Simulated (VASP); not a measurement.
# Co (P6/mmm) in VASP: a series of runs

Co is run at these levels: PBEsol; tasks: single point, relaxation of cell and atoms.

Program: VASP 6.6.1. These are calculated values, not measurements. Logs are shortened: lines on timing, memory, paths and dates and some standing lists are left out, and cuts for length are marked.

### 1 The cell of the first run

The structure is hexagonal, space group P6/mmm (No. 191). Conventional cell: a = 4.003 Å, b = 4.003 Å, c = 2.452 Å, α = 90.00°, β = 90.00°, γ = 120.00°. Co (site symmetry 6/mmm) has 14 Co at 2.45 to 2.62 Å within 3.2 Å. Co (site symmetry -6m2) has 11 Co at 2.31 to 2.62 Å within 3.1 Å.

This isn't the form of Co at room conditions, which is hcp.

### 2 Single point, PBEsol (11.34 Å³/atom)

INCAR

```
SYSTEM = Co
PREC     = Accurate       ! precision mode
ENCUT    = 520            ! plane-wave cutoff, eV
EDIFF    = 1E-6           ! SCF threshold, eV
ISMEAR   = -1             ! smearing method
SIGMA    = 0.1            ! smearing width, eV
LREAL    = .False.        ! projectors in reciprocal space
LASPH    = .True.         ! aspherical terms in the spheres
NELM     = 80             ! most SCF steps
ALGO     = Normal         ! electronic algorithm
ISIF     = 2              ! what is computed and relaxed
LWAVE    = .False.        ! write WAVECAR
LCHARG   = .True.         ! write CHGCAR
GGA      = PS             ! functional
LELF     = .True.         ! ELF
LVHAR    = .True.       
NBANDS   = 20             ! bands
```

KPOINTS

```
Automatic mesh
0
Gamma
  11 11 15
  0 0 0
```

POSCAR

```
Co
1.0
    4.0032990905      0.0000000000      0.0000000000
   -2.0016495453      3.4669587113      0.0000000000
    0.0000000000      0.0000000000      2.4520190382
Co
3
Direct
    0.0000000000      1.0000000000      0.0000000000
    0.3333333333      0.6666666667      0.5000000000
    0.6666666667      0.3333333333      0.5000000000
```

Potentials or basis: VASP PAW PBE potentials, release 64 (Co).

Command:

```bash
> cat potpaw_PBE.64/Co/POTCAR > POTCAR
> mpirun -np 1 vasp_std > vasp.out
```

OUTCAR:

```text
SYSTEM = Co
   PREC = Accurate
   ENCUT = 520
   EDIFF = 1E-6
   ISMEAR = -1
   LREAL = .False.
   LASPH = .True.
   NELM = 80
   ISIF = 2
   GGA = PS

 ion  position               nearest neighbor table
   1  0.000  0.000  0.000-   2 2.62   3 2.62   2 2.62   3 2.62   3 2.62   3 2.62   2 2.62   2 2.62
                             3 2.62   3 2.62   2 2.62   2 2.62
   2  0.333  0.667  0.500-   3 2.31   3 2.31   3 2.31   1 2.62   1 2.62   1 2.62   1 2.62   1 2.62
                             1 2.62
   3  0.667  0.333  0.500-   2 2.31   2 2.31   2 2.31   1 2.62   1 2.62   1 2.62   1 2.62   1 2.62
                             1 2.62

  LATTYP: Found a hexagonal cell.
 ALAT       =     4.0032990905
 C/A-ratio  =     0.6124995867

  Lattice vectors:

 A1 = (   4.0032990905,   0.0000000000,   0.0000000000)
 A2 = (  -2.0016495453,   3.4669587113,   0.0000000000)
 A3 = (   0.0000000000,   0.0000000000,   2.4520190382)

Analysis of symmetry for initial positions (statically):
=====================================================================
 Subroutine PRICEL returns:
 Original cell was already a primitive cell.

 Routine SETGRP: Setting up the symmetry group for a
 hexagonal supercell.

 Subroutine GETGRP returns: Found 24 space group operations
 (whereof 24 operations were pure point group operations)
 out of a pool of 24 trial point group operations.

The static configuration has the point symmetry D_6h.

Analysis of symmetry for dynamics (positions and initial velocities):
=====================================================================
 Subroutine PRICEL returns:
 Original cell was already a primitive cell.

 Routine SETGRP: Setting up the symmetry group for a
 hexagonal supercell.

 Subroutine GETGRP returns: Found 24 space group operations
 (whereof 24 operations were pure point group operations)
 out of a pool of 24 trial point group operations.

The dynamic configuration has the point symmetry D_6h.

 Subroutine INISYM returns: Found 24 space group operations
 (whereof 24 operations are pure point group operations),
 and found     1 'primitive' translations

----------------------------------------------------------------------------------------

                                     Primitive cell

  volume of cell :      34.0322

  direct lattice vectors                    reciprocal lattice vectors
     4.003299090  0.000000000  0.000000000     0.249793977  0.144218620  0.000000000
    -2.001649545  3.466958711  0.000000000     0.000000000  0.288437239  0.000000000
     0.000000000  0.000000000  2.452019038     0.000000000  0.000000000  0.407827176

  length of vectors
     4.003299090  4.003299091  2.452019038     0.288437239  0.288437239  0.407827176

  position of ions in fractional coordinates (direct lattice)
     0.000000000  0.000000000  0.000000000
     0.333333333  0.666666667  0.500000000
     0.666666667  0.333333333  0.500000000

  ion indices of the primitive-cell ions
   primitive index   ion index
                 1           1
                 2           2
                 3           3

----------------------------------------------------------------------------------------

 KPOINTS: Automatic mesh

Automatic generation of k-mesh.
 Grid dimensions read from file:
 generate k-points for:   11   11   15

 Generating k-lattice:

  Cartesian coordinates                     Fractional coordinates (reciprocal lattice)
     0.022708543  0.013110784  0.000000000     0.090909091  0.000000000  0.000000000
     0.000000000  0.026221567  0.000000000     0.000000000  0.090909091  0.000000000
     0.000000000  0.000000000  0.027188478     0.000000000  0.000000000  0.066666667

  Length of vectors
     0.026221567  0.026221567  0.027188478

  Shift w.r.t. Gamma in fractional coordinates (k-lattice)
     0.000000000  0.000000000  0.000000000

 Subroutine IBZKPT returns following result:
 ===========================================

 Found    128 irreducible k-points:

 Following reciprocal coordinates:
            Coordinates               Weight
  0.000000  0.000000  0.000000      1.000000
  0.090909 -0.000000  0.000000      6.000000
  0.181818 -0.000000  0.000000      6.000000
  0.272727 -0.000000  0.000000      6.000000
  0.363636 -0.000000  0.000000      6.000000
  0.454545  0.000000  0.000000      6.000000
[... 16 lines left out ...]
  0.090909  0.090909  0.066667     12.000000
  0.181818  0.090909  0.066667     24.000000
 [... further k-points ...]
   k-points           NKPTS =    128   k-points in BZ     NKDIM =    128   number of bands    NBANDS=     20
   number of dos      NEDOS =    301   number of ions     NIONS =      3
   total plane-waves  NPLWV =  16200
   dimension x,y,z NGX =    30 NGY =   30 NGZ =   18
   dimension x,y,z NGXF=    60 NGYF=   60 NGZF=   36
   ions per type =               3
   NGX,Y,Z   is equivalent  to a cutoff of  12.46, 12.46, 12.20 a.u.
   NGXF,Y,Z  is equivalent  to a cutoff of  24.92, 24.92, 24.41 a.u.
 SYSTEM =  Co
   PREC   = accura    normal or accurate (medium, high low for compatibility)
   ISTART =      0    job   : 0-new  1-cont  2-samecut
   ICHARG =      2    charge: 1-file 2-atom 10-const
   ISPIN  =      1    spin polarized calculation?
   LNONCOLLINEAR =      F non collinear calculations
   LSORBIT =      F    spin-orbit coupling
   LASPH  =      T    aspherical Exc in radial PAW
   ENCUT  =  520.0 eV  38.22 Ry    6.18 a.u.   7.44  7.44  4.56*2*pi/ulx,y,z
   NELM   =     80;   NELMIN=  2; NELMDL= -5     # of ELM steps
   EDIFF  = 0.1E-05   stopping-criterion for ELM
   LREAL  =      F    real-space projection
   EDIFFG = 0.1E-04   stopping-criterion for IOM
   NSW    =      0    number of steps for IOM
   IBRION =     -1    ionic relax: 0-MD 1-quasi-New 2-CG
   NFREE  =      0    steps in history (QN), initial steepest desc. (CG)
   ISIF   =      2    stress and relaxation
   ISYM   =      2    0-nonsym 1-usesym 2-fastsym
   POTIM  = 0.5000    time-step for ionic-motion
   TEBEG  =    0.0;   TEEND  =   0.0 temperature during run
   PSTRESS=    0.0 pullay stress
   NELECT =      27.0000    total number of electrons
   NUPDOWN=      -1.0000    fix difference up-down
   EMIN   =  10.00;   EMAX   =-10.00  energy-range for DOS
   EFERMI =   0.00;   METHOD = LEGACY
   ISMEAR =    -1;   SIGMA  =   0.10  broadening in eV -4-tet -1-fermi 0-gaus
   EFERMI_NEDOS =   21; number of points for ismear=-14 and -15
   IALGO  =     38    algorithm
   IMIX   =      4    mixing-type and parameters
     AMIX     =   0.40;   BMIX     =  1.00
     AMIX_MAG =   1.60;   BMIX_MAG =  1.00
  volume/ion in A,a.u.               =      11.34        76.55
  Fermi-wavevector in a.u.,A,eV,Ry     =   1.515535  2.863945 31.250482  2.296846
  Thomas-Fermi vector in A             =   2.625046
   LORBIT       =      0    0 simple, 1 ext, 2 COOP (PROOUT), +10 PAW based schemes
   GGA     = PS    functional components
   LHFCALC =     F    Hartree Fock is set to
   AEXX    =    0.0000 exact exchange contribution
   IVDW    =     0    specifies the selected vdW correction
   LEPSILON=     F    determine dielectric tensor
   LRPA    =     F    only Hartree local field effects (RPA)
 non-spin polarized calculation
  energy-cutoff  :      520.00
  volume of cell :       34.03
 maximum number of plane-waves:       939
 NGX is ok and might be reduce to    30
   NGX = 15   NGY = 15   NGZ =  9

 number of electron      27.0000013 magnetization

 Free energy of the ion-electron system (eV)
  ---------------------------------------------------
  ext. energy  EPLUGINS =         0.00000000
  ---------------------------------------------------
  free energy    TOTEN  =       -22.05692204 eV

  energy without entropy =      -21.72802904  energy(sigma->0) =      -21.89247554

 E-fermi :   9.3284     XC(G=0): -13.3233

 val. band max:        9.3269819203   @ k =   0.3636  -0.0000   0.1333
 cond. band min:       9.3284886756   @ k =   0.0909  -0.0000   0.4667
 fundamental gap:      0.0015067553
 Fermi energy:         9.3283670123

 k-point     1 :       0.0000    0.0000    0.0000
  band No.  band energies     occupation
      1       0.7733      2.00000
      2       5.5707      2.00000
      3       6.7133      2.00000
      4       6.7133      2.00000
      5       6.7318      2.00000
      6       6.7318      2.00000
[... 12 lines left out ...]
     19      15.9471      0.00000
     20      15.9471      0.00000

 k-point     2 :       0.0909   -0.0000    0.0000
  band No.  band energies     occupation
      1       0.8861      2.00000
      2       5.5787      2.00000
      3       6.3968      2.00000
      4       6.5439      2.00000
      5       6.7542      2.00000
      6       7.0103      2.00000
[... 12 lines left out ...]
     19      16.6598      0.00000
     20      17.3849      0.00000

 k-point     3 :       0.1818   -0.0000    0.0000
  band No.  band energies     occupation
      1       1.2197      2.00000
      2       5.5413      2.00000
      3       6.0598      2.00000
      4       6.4661      2.00000
      5       6.5130      2.00000
      6       7.1880      2.00000
[... 12 lines left out ...]
     19      16.5855      0.00000
     20      18.9289      0.00000

 k-point     4 :       0.2727   -0.0000    0.0000
  band No.  band energies     occupation
      1       1.7591      2.00000
      2       5.3214      2.00000
      3       5.7507      2.00000
      4       6.3181      2.00000
      5       6.4735      2.00000
      6       7.1293      2.00000
[... 12 lines left out ...]
     19      16.4596      0.00000
     20      20.5696      0.00000

 k-point     5 :       0.3636   -0.0000    0.0000
  band No.  band energies     occupation
      1       2.4755      2.00000
      2       4.9549      2.00000
      3       5.2492      2.00000
      4       6.4024      2.00000
      5       6.5394      2.00000
      6       6.9944      2.00000
[... 12 lines left out ...]
     19      16.3818      0.00000
     20      22.3068      0.00000
[... 353 lines left out ...]
      6       7.0469      2.00000
[... 12 lines left out ...]
     19      16.4019      0.00000
     20      22.4046      0.00000

 k-point    22 :       0.4545    0.0000    0.0667
  band No.  band energies     occupation
      1       3.4173      2.00000
      2       4.3014      2.00000
      3       5.0833      2.00000
      4       6.6084      2.00000
      5       6.6302      2.00000
      6       6.8522      2.00000
[... 12 lines left out ...]
     19      16.3646      0.00000
     20      24.2339      0.00000

 k-point    23 :       0.0909    0.0909    0.0667
  band No.  band energies     occupation
      1       1.2274      2.00000
      2       5.6436      2.00000
      3       6.1956      2.00000
      4       6.2765      2.00000
      5       6.8680      2.00000
      6       6.9615      2.00000
[... 12 lines left out ...]
     19      17.4816      0.00000
     20      17.5326      0.00000

 k-point    24 :       0.1818    0.0909    0.0667
  band No.  band energies     occupation
      1       1.6605      2.00000
      2       5.4989      2.00000
      3       5.8930      2.00000
      4       6.2268      2.00000
      5       6.7348      2.00000
      6       7.1497      2.00000
[... 12 lines left out ...]
     19      17.2081      0.00000
     20      18.8638      0.00000

 [... further k-points ...]
[... 5 lines left out ...]
  --------------------------------------------------------------------------------------
  -------------------------------------------------------------------------------------
  Total       -5.1281687     -5.1281687     -4.7578242      0.0000000      0.0000000      0.0000000
  in kB     -241.4250565   -241.4250565   -223.9898959      0.0000000      0.0000000      0.0000000
  external PRESSURE =    -235.6133363 kB  Pullay stress =       0.0000000 kB

 VOLUME and BASIS-vectors are now :
 -----------------------------------------------------------------------------
  energy-cutoff  :      520.00
  volume of cell :       34.03
      direct lattice vectors                 reciprocal lattice vectors
     4.003299090  0.000000000  0.000000000     0.249793977  0.144218620  0.000000000
    -2.001649545  3.466958711  0.000000000     0.000000000  0.288437239  0.000000000
     0.000000000  0.000000000  2.452019038     0.000000000  0.000000000  0.407827176

 POSITION                                       TOTAL-FORCE (eV/Angst)
 -----------------------------------------------------------------------------------
      0.00000      0.00000      0.00000        -0.000000      0.000000      0.000000
     -0.00000      2.31131      1.22601        -0.000000      0.000000      0.000000
      2.00165      1.15565      1.22601         0.000000     -0.000000      0.000000
 -----------------------------------------------------------------------------------
    total drift:                               -0.000000      0.000000      0.000000

  FREE ENERGIE OF THE ION-ELECTRON SYSTEM (eV)
  ---------------------------------------------------
  free  energy   TOTEN  =       -22.0569220369 eV

  energy  without entropy=      -21.7280290366  energy(sigma->0) =      -21.89247554
```

Run time: 47 s. Hardware: 1 thread of Intel Xeon 6975P-C (Granite Rapids), shared host; peak memory 0.19 GiB.

What came out:

```yaml
Free_energy: -22.0569 eV
Pressure: -23.6 GPa
Band_gap_on_the_k_mesh: zero (an odd number of electrons rules out a gap without spin polarisation)
```

Stress tensor (GPa, compression positive):
```
-24.14   0.00   0.00
  0.00 -24.14   0.00
  0.00   0.00 -22.40
```

Caveat: the cell stands under tension; the PAW data sets were made with another functional, which shifts forces and pressure a little; the run has no spin polarisation, though such a crystal can be magnetic. Spin polarisation is off, so any magnetic state and its effect on volume and gap are missing.

### 3 Single point, PBEsol

This run uses another cell than the first one, of 10.13 Å³/atom.

INCAR

```
SYSTEM = Co
ALGO = Normal
EDIFF = 1E-7
ENCUT = 520
GGA = PS
ISIF = 2
ISMEAR = -1
LASPH = .TRUE.
LCHARG = .FALSE.
LREAL = .FALSE.
LWAVE = .FALSE.
NBANDS = 20
NELM = 100
PREC = Accurate
SIGMA = 0.1
```

KPOINTS

```
k-points
0
G
  12 12 17
  0 0 0
```

POSCAR

```
Co
1.0
    3.8548903590      0.0000000000      0.0000000000
   -1.9274451795      3.3384329797      0.0000000000
    0.0000000000      0.0000000000      2.3611187515
Co
3
Direct
    0.0000000000      1.0000000000      0.0000000000
    0.3333333333      0.6666666667      0.5000000000
    0.6666666667      0.3333333333      0.5000000000
```

Potentials or basis: VASP PAW PBE potentials, release 64 (Co).

Command:

```bash
> cat potpaw_PBE.64/Co/POTCAR > POTCAR
> mpirun -np 1 vasp_std > vasp.out
```

It took 71 s on 1 thread of Intel Xeon 6975P-C (Granite Rapids), shared host; peak memory 0.21 GiB.

It converged, with:

| Quantity | Value |
| --- | --- |
| Free energy | -22.3697 eV |
| Pressure | -1.0 GPa |
| Band gap on the k mesh | zero (an odd number of electrons rules out a gap without spin polarisation) |

Stress tensor (GPa, compression positive):
```
-1.15  0.00  0.00
 0.00 -1.15  0.00
 0.00  0.00 -0.76
```

Levels at points of the mesh, in eV from the Fermi level:
```
           k point  band 10  band 11  band 12  band 13  band 14  band 15  band 16  band 17  band 18  band 19
(0.00, 0.00, 0.00)    -1.63    -1.02    -1.02    -0.99    -0.99     0.48     0.48     7.21     7.21     7.24
(0.50, 0.00, 0.00)    -0.89    -0.87    -0.18     0.06     0.08     0.12     0.22     0.25     0.49     7.96
```

Caveat: the PAW data sets were made with another functional, which shifts forces and pressure a little; the run has no spin polarisation, though such a crystal can be magnetic.

### 4 Relaxation of cell and atoms, PBEsol

This run uses another cell than the first one, of 11.07 Å³/atom.

INCAR

```
SYSTEM = Co
PREC     = Accurate       ! precision mode
ENCUT    = 600            ! plane-wave cutoff, eV
EDIFF    = 1E-6           ! SCF threshold, eV
ISMEAR   = -1             ! smearing method
SIGMA    = 0.1            ! smearing width, eV
LREAL    = .False.        ! projectors in reciprocal space
LASPH    = .True.         ! aspherical terms in the spheres
NELM     = 80             ! most SCF steps
ALGO     = Normal         ! electronic algorithm
ISIF     = 3              ! what is computed and relaxed
LWAVE    = .False.        ! write WAVECAR
LCHARG   = .False.        ! write CHGCAR
GGA      = PS             ! functional
IBRION   = 2              ! ionic algorithm
NSW      = 80             ! ionic steps
EDIFFG   = -0.01          ! ionic threshold
```

KPOINTS

```
Automatic mesh
0
Gamma
  9 9 13
  0 0 0
```

POSCAR

```
Co
1.0
    3.9701439143      0.0000000000      0.0000000000
   -1.9850719572      3.4382454865      0.0000000000
    0.0000000000      0.0000000000      2.4336982195
Co
3
Direct
    0.0000000000      0.0000000000      0.0000000000
    0.3333333333      0.6666666667      0.5000000000
    0.6666666667      0.3333333333      0.5000000000
```

Command:

```bash
> cat potpaw_PBE.64/Co/POTCAR > POTCAR
> mpirun -np 1 vasp_std > vasp.out
```

Wall time 3.3 min (1 thread of Intel Xeon 6975P-C (Granite Rapids), shared host); peak memory 0.2 GiB.

Results (log left out):

| Property | Result |
| --- | --- |
| Free energy | -22.3718 eV |
| Relaxed volume | 10.09 Å³/atom |
| Relaxed cell | a = 3.850 Å, b = 3.850 Å, c = 2.357 Å, α = 90.00°, β = 90.00°, γ = 120.00° |
| Space group after relaxing (to 0.1 Å) | P6/mmm (No. 191) |
| Energy gained by relaxing | 67.9 meV/atom |
| Ionic steps | 13 |
| Pressure after relaxing | -0.1 GPa |
| Band gap on the k mesh | zero (an odd number of electrons rules out a gap without spin polarisation) |

Stress tensor (GPa, compression positive):
```
-0.14  0.00  0.00
 0.00 -0.14  0.00
 0.00  0.00 -0.05
```

The path:
```csv
step,energy change (eV),largest force (eV/Å),pressure (GPa),volume (Å³)
1,0.0000,0.0000,-20.11,33.22
2,0.1705,0.0000,40.77,26.98
3,-0.2035,0.0000,-0.68,30.33
4,-0.2036,0.0000,-0.06,30.27
5,-0.2036,0.0000,0.44,30.21
6,-0.2037,0.0000,-0.53,30.32
7,-0.2037,0.0000,-0.14,30.28
8,-0.2037,0.0000,-0.11,30.28
9,-0.2037,0.0000,-0.39,30.30
10,-0.2037,0.0000,-0.25,30.28
11,-0.2038,0.0000,-0.29,30.28
12,-0.2038,0.0000,0.02,30.25
13,-0.2038,0.0000,-0.11,30.26
```

Final structure:
```yaml
crystal:
  lattice:
    - [3.85041, 0.00000, 0.00000]
    - [-1.92520, 3.33455, 0.00000]
    - [0.00000, 0.00000, 2.35718]
  atoms:
    - { symbol: Co, position: [0.00000, 0.00000, 0.00000] }
    - { symbol: Co, position: [0.33333, 0.66667, 0.50000] }
    - { symbol: Co, position: [0.66667, 0.33333, 0.50000] }
```

Levels at points of the mesh, in eV from the Fermi level:
| k point | band 10 | band 11 | band 12 | band 13 | band 14 | band 15 | band 16 | band 17 |
| --- | --- | --- | --- | --- | --- | --- | --- | --- |
| (0.00, 0.00, 0.00) | -1.64 | -1.02 | -1.02 | -0.99 | -0.99 | 0.48 | 0.48 | 7.23 |

Caveat: the highest band is partly filled, so the run has too few bands; the PAW data sets were made with another functional, which shifts forces and pressure a little; the run has no spin polarisation, though such a crystal can be magnetic. Spin polarisation is off, so any magnetic state and its effect on volume and gap are missing.

(Part 1 of 2 ends here.)
